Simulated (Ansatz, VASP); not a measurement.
**One calculation of Mo3W, two programs**

Contents of INCAR:

```
ALGO = Normal ; EDIFF = 1E-7
EDIFFG = -0.04 ; ENCUT = 600
GGA = PE ; IBRION = 2
ISIF = 3 ; ISMEAR = 0
LASPH = T ; LCHARG = F
LREAL = F ; LWAVE = F
NELM = 100 ; NSW = 90
PREC = Accurate ; SIGMA = 0.1
```

KPOINTS

```
k-points
0
Gamma
  4 4 4
```

File POSCAR:

```
Mo3W
1.0
    0.0000000000      3.2911726200      3.2911726200
    3.2911726200      0.0000000000      3.2911726200
    3.2911726200      3.2911726200      0.0000000000
Mo W
3 1
Direct
    0.7500000000      0.7500000000      0.7500000000
    0.2500000000      0.2500000000      0.2500000000
    0.0000000000      0.0000000000      0.0000000000
    0.5000000000      0.5000000000      0.5000000000
```

Input for Ansatz:

```yaml
crystal:
  lattice:
    - [0.0, 3.29117262, 3.29117262]
    - [3.29117262, 0.0, 3.29117262]
    - [3.29117262, 3.29117262, 0.0]
  atoms:
    - { symbol: Mo, position: [0.75, 0.75, 0.75] }
    - { symbol: Mo, position: [0.25, 0.25, 0.25] }
    - { symbol: Mo, position: [0.0, 0.0, 0.0] }
    - { symbol: W, position: [0.5, 0.5, 0.5] }
basis:
  ecutwfc: 420
kpoints:
  mp_grid: { grid: [4, 4, 4] }
hamiltonian:
  xc: pbe
scf:
  occupations: { method: gaussian, width: 0.1 }
  lower_state_search: "off"
output:
  forces: true
  stress: true
  eigenvalues: true
relax:
  adjacent_minimum: "off"
  f_tol: 0.04
  max_steps: 70
  cell: { stress_tol: 0.4 }
```

Alike in both runs: task relaxation of cell and atoms; functional PBE; k mesh 4 × 4 × 4; occupations gaussian, width 0.1 eV; no spin polarisation.

|  | VASP | Ansatz |
| --- | --- | --- |
| version | VASP 6.6.1 | Ansatz 0.2.0 |
| potentials or method | VASP PAW PBE potentials, release 64 (Mo_sv, W_sv), cutoff 600 eV | scalar-relativistic, plane waves, PAW |
| valence electrons in the cell | 56 | 56 |

```tsv
	VASP	Ansatz	Ansatz less VASP
gap on the k mesh at the Fermi level, each at its own relaxed structure (eV)	0.29	0.29	0.000
relaxed volume (Å³/atom)	15.93	15.91	-0.025
relaxed length of the cell vector where the two differ most in proportion (Å)	4.483	4.481	-0.0023
```

Spin-orbit coupling is off throughout.
